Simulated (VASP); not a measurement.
Here is a VASP 6.6.1 calculation.

File POSCAR:

```
MgO
1.0
    0.0000000000      2.2820056620      2.2820056620
    2.2820056620      0.0000000000      2.2820056620
    2.2820056620      2.2820056620      0.0000000000
Mg O
1 1
Direct
    0.0000000000      0.0000000000      0.0000000000
    0.2500000000      0.2500000000      0.2500000000
```

The input INCAR.step1:

```
SYSTEM = MgO
  PREC = Accurate
  ENCUT = 520
  ISMEAR = 0
  SIGMA = 0.01
  LREAL = .FALSE.
  LASPH = .TRUE.
  NELM = 60
  NBANDS = 11
  GGA = PE
  ALGO = Normal
  EDIFF = 1E-4
  LWAVE = .TRUE.
  LCHARG = .FALSE.
```

Contents of INCAR.step2:

```
SYSTEM = MgO
  PREC = Accurate
  ENCUT = 520
  EDIFF = 1E-6
  ISMEAR = 0
  SIGMA = 0.01
  LREAL = .FALSE.
  LASPH = .TRUE.
  NELM = 60
  ALGO = Normal
  ISIF = 2
  LWAVE = .FALSE.
  LCHARG = .TRUE.
  METAGGA = R2SCAN
  LMIXTAU = .TRUE.
  LELF = .TRUE.
  LVHAR = .TRUE.
  NBANDS = 11
  ISTART = 1
```

File KPOINTS:

```
Automatic mesh
0
G
  8 8 8
  0 0 0
```

Potentials or basis: VASP PAW PBE potentials, release 64 (Mg, O).

The run is started by

```bash
$ cat potpaw_PBE.64/Mg/POTCAR potpaw_PBE.64/O/POTCAR > POTCAR
$ cp INCAR.step1 INCAR
$ mpirun -np 1 vasp_std > vasp.out
$ cp INCAR.step2 INCAR
$ mpirun -np 1 vasp_std > vasp.out
```

Problem. Estimate the pressure.

Solution. -0.5 GPa.

Problem. Estimate the band gap on the k mesh.

Solution. 4.32 eV, direct.

Caveat: the PAW data sets were made with another functional, which shifts forces and pressure a little. r2SCAN opens gaps a little over a GGA but as a rule still falls short of measured ones.
